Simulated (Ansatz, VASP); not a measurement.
AlCo in VASP and in Ansatz

```
CELL_PARAMETERS angstrom
0.00000 2.34032 2.34032
2.34032 0.00000 2.34032
2.34032 2.34032 0.00000
ATOMIC_POSITIONS crystal
Co 0.00000 0.00000 0.00000
Al 0.50000 0.50000 0.50000
```

Change from the starting cell: volume scaled by 1, PAW files.

Alike in both runs: task single point; functional LDA; k mesh 15 × 15 × 15; occupations fermi-dirac, width 0.08 eV; no spin polarisation.

```csv
,VASP,Ansatz
version,VASP 6.6.1,Ansatz 0.2.0
potentials or method,"VASP PAW LDA potentials, release 64 (Co, Al)","PAW with Ansatz's default frozen-core files, scalar-relativistic"
plane-wave cutoff (eV),520,420
valence electrons in the cell,12,20
```

Ansatz gave:

```
pressure (GPa) : 0.0
```

Estimate VASP's values.

pressure (GPa): 0.3.

LDA's correlation is that of Perdew and Zunger in VASP and of Perdew and Wang (1992) in Ansatz. VASP's potentials hold 12 valence electrons a cell and Ansatz's 20, so a difference there can come from the potentials and not from the codes.
